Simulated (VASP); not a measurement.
**Re: single point with PBE**

Re:

```
Re
1.0
     2.77482    0.00000    0.00000
    -1.38741    2.40307    0.00000
     0.00000    0.00000    4.48422
Re
2
Direct
  0.31627 0.63254 0.19581
  0.68373 0.36746 0.80419
```

This cell differs from its parent crystal: mode 4 frozen in at -0.243 Å and mode 6 at -0.082 Å (largest displacements).

```yaml
Program: VASP 6.6.1
Task: single point
Functional: PBE
Potentials_or_basis: VASP PAW PBE potentials, release 64 (Re)
Cutoff: 520 eV
k_mesh: 18 × 18 × 10
Occupations: gaussian, width 0.15 eV
Spin: no spin polarisation
Dipole_correction: no
Further_INCAR_settings: ALGO = Fast; EDIFF = 1e-07; NBANDS = 14
```

```
Pressure               : 42.6 GPa
Largest force          : 8.255 eV/Å
Band gap on the k mesh : zero (band 7 reaches 9.64 eV, above the bottom of band 8 at 6.90 eV)
```

Forces in eV/Å, atoms in the order of the input:
```
Re   0.000  1.405  8.134
Re   0.000 -1.405 -8.134
```

Stress tensor (GPa, compression positive):
```
45.17  0.00  0.00
 0.00 27.90  9.27
 0.00  9.27 54.75
```

Levels at points of the mesh, in eV from the Fermi level:
```tsv
k point	band 4	band 5	band 6	band 7	band 8	band 9	band 10	band 11
(0.00, 0.00, 0.00)	-2.87	-2.66	-2.65	-1.52	0.72	1.56	2.55	3.26
(0.50, 0.00, 0.00)	-2.75	-1.83	-1.50	-0.17	3.03	3.68	4.92	5.98
(0.00, 0.50, 0.00)	-3.20	-1.35	-0.85	0.61	3.35	3.65	5.11	5.44
(0.00, 0.00, 0.50)	-2.91	-2.91	-2.84	-2.75	0.72	1.38	2.40	3.66
(0.50, 0.00, 0.50)	-3.09	-1.47	0.88	1.37	2.14	2.59	3.12	4.65
(0.00, 0.50, 0.50)	-2.61	-2.46	0.67	0.94	2.26	2.65	3.71	4.33
```

Wall time 3.9 min on 1 thread of Intel(R) Xeon(R) Platinum 8488C (Sapphire Rapids), on a shared host, peak memory 0.42 GiB.

Caveat: the cell differs from its parent crystal (mode 4 frozen in at -0.243 Å and mode 6 at -0.082 Å (largest displacements)); spin-orbit coupling is left out, which moves the levels of the heavy elements; forces of over 1 eV/Å act on the atoms, so gaps and moduli don't describe the material at rest.
